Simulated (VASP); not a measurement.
BaZrO3: single point with PBE

The system is BaZrO3.

```
CELL_PARAMETERS angstrom
4.19134 0.00000 0.00000
0.00000 4.19134 0.00000
0.00000 0.00000 4.19134
ATOMIC_POSITIONS crystal
Ba 0.00000 0.00000 0.00000
Zr 0.50000 0.50000 0.50000
O 0.00000 0.50000 0.50000
O 0.50000 0.00000 0.50000
O 0.50000 0.50000 0.00000
```

* Program: VASP 6.6.1
* Task: single point
* Functional: PBE
* Potentials or basis: VASP PAW PBE potentials, release 64 (Ba_sv, Zr_sv, O)
* Cutoff: 520 eV
* k mesh: 5 × 5 × 5
* Occupations: fermi-dirac, width 0.02 eV
* Spin: no spin polarisation

| Property | Result |
| --- | --- |
| Pressure | 5.1 GPa |
| Band gap on the k mesh | 3.29 eV, indirect (least direct gap 3.41 eV) |

Levels at points of the mesh, in eV from the valence-band top:
| k point | band 18 | band 19 | band 20 | band 21 | band 22 | band 23 |
| --- | --- | --- | --- | --- | --- | --- |
| (0.00, 0.00, 0.00) | -0.12 | -0.12 | -0.12 | 3.29 | 3.29 | 3.29 |

It took 9.6 s on 1 thread of AMD EPYC 9R45 (Zen 5) (shared host), peak memory 0.15 GiB.

Caveat: spin-orbit coupling is left out, which moves the levels of the heavy elements. A k mesh can miss the band edges.
